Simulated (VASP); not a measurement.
# HC18Cl in VASP: a series of runs

The runs below take HC18Cl through single point, with LDA.

All numbers are computed with VASP 6.6.1; they aren't measurements. Logs are shortened: lines on timing, memory, paths and dates and some standing lists are left out, and cuts for length are marked.

### Step 1. The cell of the first run

The cell holds a slab with vacuum, 20 atoms: a = 7.398 Å, b = 7.398 Å, c = 12.000 Å, α = 90.00°, β = 90.00°, γ = 120.00°.

### Step 2. Single point, LDA

Input file INCAR:

```
SYSTEM = HC18Cl
PREC     = Accurate       ! precision mode
ENCUT    = 520            ! plane-wave cutoff, eV
EDIFF    = 1E-6           ! SCF threshold, eV
ISMEAR   = 0              ! smearing method
SIGMA    = 0.05           ! smearing width, eV
LREAL    = .False.        ! projectors in reciprocal space
LASPH    = .True.         ! aspherical terms in the spheres
NELM     = 120            ! most SCF steps
ALGO     = Normal         ! electronic algorithm
ISIF     = 2              ! what is computed and relaxed
LWAVE    = .False.        ! write WAVECAR
LCHARG   = .True.         ! write CHGCAR
GGA      = CA             ! functional
LELF     = .True.         ! ELF
LVHAR    = .True.       
NBANDS   = 56             ! bands
GGA_COMPAT= .False.      
NELMDL   = -8
```

Input file KPOINTS:

```
regular mesh
0
Gamma
  2 2 1
  0 0 0
```

Input file POSCAR:

```
HC18Cl
1.0
    7.3980000000      0.0000000000      0.0000000000
   -3.6990000000      6.4068560000      0.0000000000
    0.0000000000      0.0000000000     12.0000000000
C Cl H
18 1 1
Direct
   -0.0109245032     -0.0254967491      0.0841200833
    0.2115184777      0.0856963228      0.0841984167
   -0.0095157241      0.3068225663      0.0840452500
    0.2101502545      0.4167811794      0.0841405000
   -0.0118072846      0.6388339304      0.0838890000
    0.2125484591      0.7510260883      0.0841375833
    0.3237498894     -0.0265356362      0.0842001667
    0.5434110554      0.0831321946      0.0841830833
    0.3211777542      0.3053633483      0.0841837500
    0.5457666773      0.4178169448      0.0840455833
    0.3224117619      0.6411968679      0.0841342500
    0.5448729810      0.7524331747      0.0840300833
    0.6548386681     -0.0278930883      0.0841356667
    0.8792487651      0.0843658731      0.0841273333
    0.6558782746      0.3077059950      0.0840248333
    0.8785654604      0.4191566035      0.0837860000
    0.6572174969      0.6405296139      0.0837425833
    0.8768892969      0.7501473422      0.0838640000
    0.7199295313      0.4859539531      0.3599744167
    0.6505107098      0.4190838689      0.2595366667
```

Potentials or basis: VASP PAW LDA potentials, release 64 (C, Cl, H).

On the command line:

```console
$ cat potpaw_LDA.64/C/POTCAR potpaw_LDA.64/Cl/POTCAR potpaw_LDA.64/H/POTCAR > POTCAR
$ mpirun -np 1 vasp_std > vasp.out
```

OUTCAR:

```text
SYSTEM = HC18Cl
   PREC = Accurate
   ENCUT = 520
   EDIFF = 1E-6
   ISMEAR = 0
   LREAL = .False.
   LASPH = .True.
   NELM = 120
   ISIF = 2
   GGA = CA
   NELMDL = -8

 ion  position               nearest neighbor table
   1  0.989  0.975  0.084-  14 1.41   2 1.43  18 1.44
   2  0.212  0.086  0.084-   9 1.41   1 1.43   7 1.44
   3  0.990  0.307  0.084-   4 1.41  14 1.43  16 1.44
   4  0.210  0.417  0.084-   3 1.41   9 1.43  11 1.44
   5  0.988  0.639  0.084-  16 1.41  18 1.43   6 1.44
   6  0.213  0.751  0.084-  11 1.41   7 1.43   5 1.44
[... 10 lines left out ...]
  17  0.657  0.641  0.084-  18 1.41  10 1.43  12 1.44
  18  0.877  0.750  0.084-  17 1.41   5 1.43   1 1.44
  19  0.720  0.486  0.360-  20 1.31
  20  0.651  0.419  0.260-  19 1.31

  LATTYP: Found a hexagonal cell.
 ALAT       =     7.3980000000
 C/A-ratio  =     1.6220600162

  Lattice vectors:

 A1 = (   7.3980000000,   0.0000000000,   0.0000000000)
 A2 = (  -3.6990000000,   6.4068560000,   0.0000000000)
 A3 = (   0.0000000000,   0.0000000000,  12.0000000000)

Analysis of symmetry for initial positions (statically):
=====================================================================
 Subroutine PRICEL returns:
 Original cell was already a primitive cell.

 Routine SETGRP: Setting up the symmetry group for a
 hexagonal supercell.

 Subroutine GETGRP returns: Found  1 space group operations
 (whereof  1 operations were pure point group operations)
 out of a pool of 24 trial point group operations.

The static configuration has the point symmetry C_1 .

Analysis of symmetry for dynamics (positions and initial velocities):
=====================================================================
 Subroutine PRICEL returns:
 Original cell was already a primitive cell.

 Routine SETGRP: Setting up the symmetry group for a
 hexagonal supercell.

 Subroutine GETGRP returns: Found  1 space group operations
 (whereof  1 operations were pure point group operations)
 out of a pool of 24 trial point group operations.

The dynamic configuration has the point symmetry C_1 .

 Subroutine INISYM returns: Found  1 space group operations
 (whereof  1 operations are pure point group operations),
 and found     1 'primitive' translations

----------------------------------------------------------------------------------------

                                     Primitive cell

  volume of cell :     568.7750

  direct lattice vectors                    reciprocal lattice vectors
     7.398000000  0.000000000  0.000000000     0.135171668  0.078041398  0.000000000
    -3.699000000  6.406856000  0.000000000     0.000000000  0.156082796  0.000000000
     0.000000000  0.000000000 12.000000000     0.000000000  0.000000000  0.083333333

  length of vectors
     7.398000000  7.398000054 12.000000000     0.156082797  0.156082796  0.083333333

  position of ions in fractional coordinates (direct lattice)
     0.989075497  0.974503251  0.084120083
     0.211518478  0.085696323  0.084198417
     0.990484276  0.306822566  0.084045250
     0.210150255  0.416781179  0.084140500
     0.988192715  0.638833930  0.083889000
     0.212548459  0.751026088  0.084137583
[... 12 lines left out ...]
     0.719929531  0.485953953  0.359974417
     0.650510710  0.419083869  0.259536667

  ion indices of the primitive-cell ions
   primitive index   ion index
                 1           1
                 2           2
                 3           3
                 4           4
                 5           5
                 6           6
[... 12 lines left out ...]
                19          19
                20          20

----------------------------------------------------------------------------------------

 KPOINTS: regular mesh

Automatic generation of k-mesh.
 Grid dimensions read from file:
 generate k-points for:    2    2    1

 Generating k-lattice:

  Cartesian coordinates                     Fractional coordinates (reciprocal lattice)
     0.067585834  0.039020699  0.000000000     0.500000000  0.000000000  0.000000000
[... 43 lines left out ...]
 Gauss-broadening in eV      SIGMA  =   0.05
  energy-cutoff  :      520.00
  volume of cell :      568.78
 maximum number of plane-waves:     15363
 NGX is ok and might be reduce to    56
   NGX = 27   NGY = 27   NGZ = 45

 number of electron      80.0000001 magnetization

 Free energy of the ion-electron system (eV)
  ---------------------------------------------------
  ext. energy  EPLUGINS =         0.00000000
  ---------------------------------------------------
  free energy    TOTEN  =      -187.54041255 eV

  energy without entropy =     -187.53999221  energy(sigma->0) =     -187.54020238

 E-fermi :  -1.9684     XC(G=0):  -4.3300

 val. band max:       -2.0623263998   @ k =   0.0000   0.0000   0.0000
 cond. band min:      -1.8739795108   @ k =   0.0000   0.0000   0.0000
 fundamental gap:      0.1883468891
 Fermi energy:        -1.9684476114

 k-point     1 :       0.0000    0.0000    0.0000
  band No.  band energies     occupation
      1     -21.2710      2.00000
      2     -18.8214      2.00000
      3     -18.7506      2.00000
      4     -18.7183      2.00000
      5     -18.6912      2.00000
      6     -18.6201      2.00000
[... 44 lines left out ...]
     51       3.3056      0.00000
     52       3.5577      0.00000

 k-point     2 :       0.5000    0.0000    0.0000
  band No.  band energies     occupation
      1     -20.6413      2.00000
      2     -20.6009      2.00000
      3     -19.3873      2.00000
      4     -19.2834      2.00000
      5     -17.8991      2.00000
      6     -16.9056      2.00000
[... 44 lines left out ...]
     51       4.2128      0.00000
     52       4.2586      0.00000

 k-point     3 :       0.0000    0.5000    0.0000
  band No.  band energies     occupation
      1     -20.6412      2.00000
      2     -20.6010      2.00000
      3     -19.3873      2.00000
      4     -19.2835      2.00000
      5     -17.8991      2.00000
      6     -16.9053      2.00000
[... 44 lines left out ...]
     51       4.2113      0.00000
     52       4.2597      0.00000

 k-point     4 :       0.5000    0.5000    0.0000
  band No.  band energies     occupation
      1     -20.6406      2.00000
      2     -20.6017      2.00000
      3     -19.3749      2.00000
      4     -19.2969      2.00000
      5     -17.8982      2.00000
      6     -16.8951      2.00000
[... 44 lines left out ...]
     51       4.1975      0.00000
     52       4.2597      0.00000
 [bands above 52 left out]

------------------------ aborting loop because EDIFF is reached ----------------------------------------

  FORCE on cell =-STRESS in cart. coord.  units (eV):
  Direction    XX          YY          ZZ          XY          YZ          ZX
  --------------------------------------------------------------------------------------
  -------------------------------------------------------------------------------------
  Total       -8.8902396     -8.9383870     -0.2764513     -0.0500517     -0.0401648     -0.0226739
  in kB      -25.0428361    -25.1784621     -0.7787332     -0.1409901     -0.1131398     -0.0638699
  external PRESSURE =     -17.0000104 kB  Pullay stress =       0.0000000 kB

 VOLUME and BASIS-vectors are now :
 -----------------------------------------------------------------------------
  energy-cutoff  :      520.00
  volume of cell :      568.78
      direct lattice vectors                 reciprocal lattice vectors
     7.398000000  0.000000000  0.000000000     0.135171668  0.078041398  0.000000000
    -3.699000000  6.406856000  0.000000000     0.000000000  0.156082796  0.000000000
     0.000000000  0.000000000 12.000000000     0.000000000  0.000000000  0.083333333

 POSITION                                       TOTAL-FORCE (eV/Angst)
 -----------------------------------------------------------------------------------
      3.71249      6.24350      1.00944         0.007622      0.000744     -0.000091
      1.24782      0.54904      1.01038        -0.004813     -0.006135      0.000231
      6.19267      1.96577      1.00854        -0.003994     -0.007998      0.000370
      0.01302      2.67026      1.00969         0.008853     -0.000904      0.000357
      4.94760      4.09292      1.00667        -0.006281      0.005213     -0.000228
     -1.20561      4.81172      1.00965        -0.003555      0.007202      0.000353
[... 12 lines left out ...]
      3.52850      3.11344      4.31969        -0.020374     -0.033736     -0.094658
      3.26229      2.68501      3.11444         0.021073      0.033365      0.094029
 -----------------------------------------------------------------------------------
    total drift:                                0.000149     -0.000071     -0.001167

  FREE ENERGIE OF THE ION-ELECTRON SYSTEM (eV)
  ---------------------------------------------------
  free  energy   TOTEN  =      -187.5404125455 eV

  energy  without entropy=     -187.5399922142  energy(sigma->0) =     -187.54020238
```

It took 9 min on 1 thread of Intel Xeon 8259CL, shared host; peak memory 0.49 GiB.

What came out:

```yaml
Free_energy: -187.5404 eV
Largest_force: 0.103 eV/Å
Band_gap_on_the_k_mesh: 0.19 eV
```

Forces in eV/Å, atoms in the order of the input:
```
C    0.008  0.001  0.000
C   -0.005 -0.006  0.000
C   -0.004 -0.008  0.000
C    0.009 -0.001  0.000
C   -0.006  0.005  0.000
C   -0.004  0.007  0.000
C   -0.004 -0.008  0.000
C    0.011  0.001  0.000
C   -0.005  0.006  0.000
C   -0.001  0.009  0.001
C    0.006 -0.001  0.000
C   -0.003 -0.005  0.000
C   -0.004  0.009  0.000
C   -0.006  0.006  0.000
C    0.010  0.002 -0.001
C   -0.008 -0.006  0.000
C    0.001 -0.007  0.000
C    0.006 -0.004  0.000
Cl  -0.020 -0.034 -0.095
H    0.021  0.033  0.094
```

Levels at points of the mesh, in eV from the valence-band top:
| k point | band 36 | band 37 | band 38 | band 39 | band 40 | band 41 | band 42 | band 43 | band 44 | band 45 |
| --- | --- | --- | --- | --- | --- | --- | --- | --- | --- | --- |
| (0.00, 0.00, 0.00) | -2.94 | -2.85 | -2.85 | -0.06 | 0.00 | 0.19 | 0.22 | 3.49 | 4.60 | 4.84 |
| (0.50, 0.00, 0.00) | -2.61 | -2.52 | -2.52 | -2.48 | -2.25 | 1.72 | 2.49 | 2.56 | 2.61 | 2.64 |
| (0.00, 0.50, 0.00) | -2.60 | -2.52 | -2.52 | -2.48 | -2.25 | 1.72 | 2.49 | 2.56 | 2.61 | 2.64 |
| (0.50, 0.50, 0.00) | -2.57 | -2.56 | -2.51 | -2.49 | -2.23 | 1.69 | 2.52 | 2.53 | 2.61 | 2.66 |

Caveat: the k points lie up to 0.49 Å⁻¹ apart; there is no dipole correction, which matters where the two faces differ; semilocal functionals underestimate gaps, and a narrow one can read as zero.

### Step 3. Single point, LDA

Input file INCAR:

```
ALGO = Normal
EDIFF = 1E-6
ENCUT = 520
GGA = CA
GGA_COMPAT = F
ISIF = 2
ISMEAR = 0
LASPH = T
LCHARG = F
LREAL = F
LWAVE = F
NBANDS = 56
NELM = 120
NELMDL = -8
PREC = Accurate
SIGMA = 0.05
```

Input file KPOINTS:

```
k-points
0
Gamma
  2 2 1
```

Input file POSCAR:

```
HC18Cl
1.0
    7.3980000000      0.0000000000      0.0000000000
   -3.6990000000      6.4068560000      0.0000000000
    0.0000000000      0.0000000000     12.0000000000
C Cl H
18 1 1
Direct
   -0.0011127429     -0.0225528715      0.0780321667
    0.2187034213      0.0872495027      0.0780581667
   -0.0022499529      0.3082919298      0.0781405833
    0.2198530007      0.4195051364      0.0780925000
   -0.0033218892      0.6429069110      0.0781334167
    0.2211369838      0.7551090582      0.0782540000
    0.3310903871     -0.0250030592      0.0781681667
    0.5532471691      0.0860804426      0.0781636667
    0.3295924500      0.3093111504      0.0779590833
    0.5544003501      0.4217193269      0.0780330000
    0.3322157699      0.6440825266      0.0781411667
    0.5520797106      0.7541340089      0.0779775833
    0.6633654351     -0.0237392568      0.0781158333
    0.8878156530      0.0884658560      0.0781100833
    0.6656735090      0.3104848931      0.0780630833
    0.8855453522      0.4206351758      0.0781575000
    0.6646289972      0.6421071427      0.0777512500
    0.8867775307      0.7530281623      0.0779447500
    0.5810905744      0.4719759583      0.3598956667
    0.5847242268      0.4655647013      0.2510579167
```

Potentials or basis: VASP PAW LDA potentials, release 64 (C, Cl, H).

On the command line:

```console
$ cat potpaw_LDA.64/C/POTCAR potpaw_LDA.64/Cl/POTCAR potpaw_LDA.64/H/POTCAR > POTCAR
$ mpirun -np 1 vasp_std > vasp.out
```

It took 8.5 min on 1 thread of Intel Xeon 8259CL, shared host; peak memory 0.5 GiB.

It converged, with:

```yaml
Free_energy: -187.5354 eV
Largest_force: 0.096 eV/Å
Band_gap_on_the_k_mesh: 0.17 eV
```

Forces in eV/Å, atoms in the order of the input:
```
C   -0.012  0.010  0.003
C    0.007 -0.010  0.005
C   -0.004  0.014  0.005
C    0.023 -0.018  0.002
C   -0.023  0.004  0.004
C    0.016  0.004 -0.003
C   -0.005 -0.001  0.002
C    0.010 -0.010  0.001
C   -0.037  0.017 -0.012
C    0.020 -0.011 -0.003
C   -0.008  0.005  0.003
C    0.000 -0.004  0.004
C   -0.018  0.007  0.002
C    0.016 -0.007 -0.003
C    0.010  0.017 -0.014
C   -0.011 -0.016 -0.001
C   -0.004  0.003 -0.007
C    0.018 -0.010  0.003
Cl   0.007 -0.003 -0.088
H   -0.006  0.008  0.096
```

Levels at points of the mesh, in eV from the valence-band top:
| k point | band 36 | band 37 | band 38 | band 39 | band 40 | band 41 | band 42 | band 43 | band 44 | band 45 |
| --- | --- | --- | --- | --- | --- | --- | --- | --- | --- | --- |
| (0.00, 0.00, 0.00) | -2.94 | -2.79 | -2.78 | -0.06 | 0.00 | 0.17 | 0.21 | 3.53 | 4.58 | 4.86 |
| (0.50, 0.00, 0.00) | -2.61 | -2.53 | -2.52 | -2.49 | -2.25 | 1.71 | 2.49 | 2.54 | 2.59 | 2.64 |
| (0.00, 0.50, 0.00) | -2.58 | -2.57 | -2.53 | -2.48 | -2.24 | 1.69 | 2.47 | 2.55 | 2.61 | 2.65 |
| (0.50, 0.50, 0.00) | -2.60 | -2.55 | -2.51 | -2.50 | -2.26 | 1.71 | 2.47 | 2.56 | 2.61 | 2.63 |

Caveat: the k points lie up to 0.49 Å⁻¹ apart; there is no dipole correction, which matters where the two faces differ; semilocal functionals underestimate gaps, and a narrow one can read as zero.

### Step 4. Single point, LDA

Input file INCAR:

```
ALGO = Normal ; EDIFF = 1E-6
ENCUT = 520 ; GGA_COMPAT = False
ISIF = 2 ; ISMEAR = 0
LASPH = True ; LCHARG = True
LELF = True ; LREAL = False
LVHAR = True ; LWAVE = False
NBANDS = 56 ; NELM = 120
NELMDL = -8 ; PREC = Accurate
SIGMA = 0.05
```

KPOINTS is that of step 3.

Input file POSCAR:

```
HC18Cl
1.0
    7.3980000000      0.0000000000      0.0000000000
   -3.6990000000      6.4068560000      0.0000000000
    0.0000000000      0.0000000000     12.0000000000
C Cl H
18 1 1
Direct
    0.0061814014     -0.0212592573      0.0724705833
    0.2275991192      0.0892550106      0.0724717500
    0.0044692868      0.3125263000      0.0724358333
    0.2292225258      0.4250335890      0.0721827500
    0.0068712813      0.6476984967      0.0725522500
    0.2271494890      0.7578261475      0.0725603333
    0.3378221256     -0.0208091145      0.0725681667
    0.5627425894      0.0916187284      0.0725830000
    0.3397957791      0.3141444103      0.0722380000
    0.5605639587      0.4245269443      0.0725872500
    0.3395452504      0.6454022066      0.0722934167
    0.5610775018      0.7562298887      0.0721917500
    0.6735291154     -0.0189671814      0.0724476667
    0.8937909483      0.0911793554      0.0724719167
    0.6730682006      0.3119063391      0.0726363333
    0.8944644915      0.4227797534      0.0725701667
    0.6714180332      0.6463018679      0.0721412500
    0.8961910390      0.7584312805      0.0724202500
    0.4706777041      0.5035416747      0.3485332500
    0.4978944928      0.4552264012      0.2476440000
```

On the command line:

```console
$ cat potpaw_LDA.64/C/POTCAR potpaw_LDA.64/Cl/POTCAR potpaw_LDA.64/H/POTCAR > POTCAR
$ mpirun -np 1 vasp_std > vasp.out
```

Wall time 8.7 min (1 thread of Intel Xeon 8259CL, shared host); peak memory 0.5 GiB.

The run converged. Its results:

```yaml
Free_energy: -187.5404 eV
Largest_force: 0.090 eV/Å
Band_gap_on_the_k_mesh: 0.20 eV
```

Forces in eV/Å, atoms in the order of the input:
```
C   -0.002  0.004  0.000
C   -0.004  0.003  0.000
C    0.006 -0.001  0.000
C   -0.003 -0.005 -0.001
C   -0.002 -0.003  0.000
C    0.003  0.003  0.000
C    0.007 -0.002  0.000
C   -0.001 -0.005  0.000
C   -0.001 -0.001  0.000
C    0.005  0.003 -0.001
C   -0.003  0.003  0.000
C   -0.001  0.006  0.000
C   -0.003 -0.003  0.000
C    0.004  0.001  0.000
C   -0.004  0.004  0.000
C   -0.002  0.004  0.000
C    0.006 -0.005  0.000
C   -0.004 -0.005  0.000
Cl   0.025 -0.021 -0.084
H   -0.026  0.020  0.084
```

Levels at points of the mesh, in eV from the valence-band top:
| k point | band 37 | band 38 | band 39 | band 40 | band 41 | band 42 | band 43 | band 44 |
| --- | --- | --- | --- | --- | --- | --- | --- | --- |
| (0.00, 0.00, 0.00) | -2.84 | -2.84 | -0.04 | 0.00 | 0.20 | 0.22 | 3.50 | 4.61 |
| (0.50, 0.00, 0.00) | -2.54 | -2.50 | -2.49 | -2.23 | 1.70 | 2.50 | 2.56 | 2.62 |
| (0.00, 0.50, 0.00) | -2.53 | -2.50 | -2.48 | -2.23 | 1.71 | 2.49 | 2.57 | 2.62 |
| (0.50, 0.50, 0.00) | -2.51 | -2.51 | -2.48 | -2.24 | 1.72 | 2.52 | 2.55 | 2.60 |

Caveat: the k points lie up to 0.49 Å⁻¹ apart; there is no dipole correction, which matters where the two faces differ; semilocal functionals underestimate gaps, and a narrow one can read as zero.

### Step 5. The runs side by side

```tsv
cell	gap on the mesh (eV)	largest force (eV/Å)
as given, atomic positions A	0.19	0.10
as given, atomic positions B	0.17	0.10
as given, atomic positions C	0.20	0.09
```

Alike in all rows: task single point; level LDA; potentials or basis VASP PAW LDA potentials, release 64 (C, Cl, H); no spin polarisation; k mesh 2 × 2 × 1; cutoff (eV) 520; smearing gaussian 0.05 eV.

Caveats: all runs use coarse meshes; there is no dipole correction, which matters where the two faces differ; semilocal functionals underestimate gaps, and a narrow one can read as zero.

Absolute energies hang on the potentials; compare differences alone.
